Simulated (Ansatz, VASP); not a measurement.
One calculation of SrO, two programs

```xyz
2
Lattice="0.0000 2.5934 2.5934 2.5934 0.0000 2.5934 2.5934 2.5934 0.0000" Properties=species:S:1:pos:R:3 pbc="T T T"
Sr    0.0000    0.0000    0.0000
O     2.5934    2.5934    2.5934
```

Alike in both runs: task single point; functional r2SCAN; k mesh 9 × 9 × 9; occupations fermi-dirac, width 0.1069 eV; no spin polarisation.

|  | VASP | Ansatz |
| --- | --- | --- |
| version | VASP 6.6.1 | Ansatz 0.2.0 |
| potentials or method | VASP PAW PBE potentials, release 64 (Sr_sv, O), cutoff 520 eV | PAW plane waves |
| valence electrons in the cell | 16 | 16 |

```tsv
	VASP	Ansatz	Ansatz less VASP
pressure (GPa)	-0.9	-1.4	-0.49
```

VASP's potentials were made for PBE, not for r2SCAN.
